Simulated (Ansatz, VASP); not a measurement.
## Two plane-wave programs on SiC

```
Si C
1.0
     3.31060    0.00000    0.00000
    -1.65530    2.86706    0.00000
     0.00000    0.00000    9.85910
Si C
4 4
Direct
  0.66667 0.33333 0.93784
  0.33333 0.66667 0.43784
  0.00000 0.00000 0.68790
  0.00000 0.00000 0.18790
  0.66667 0.33333 0.74981
  0.33333 0.66667 0.24981
  0.00000 0.00000 0.50045
  0.00000 0.00000 0.00045
```

Alike in both runs: task single point; functional PBE; k mesh 12 × 12 × 4; occupations gaussian, width 0.05 eV; no spin polarisation.

|  | VASP | Ansatz |
| --- | --- | --- |
| version | VASP 6.6.1 | Ansatz 0.2.0 |
| potentials or method | VASP PAW PBE potentials, release 64 (Si, C), cutoff 520 eV | scalar-relativistic, plane waves, PAW |
| valence electrons in the cell | 32 | 32 |

```tsv
	VASP	Ansatz	Ansatz less VASP
gap on the k mesh at the Fermi level (eV)	1.69	1.70	+0.009
least direct gap on the mesh (eV)	2.66	2.66	+0.003
pressure (GPa)	-16.4	-16.5	-0.02
traceless stress, the component that is largest in VASP (GPa)	27.16	27.05	-0.109
rms of the force components (eV/Å)	0.416	0.416	-0.0004
```

Atom by atom the forces differ by 0.001 eV/Å (rms over components).
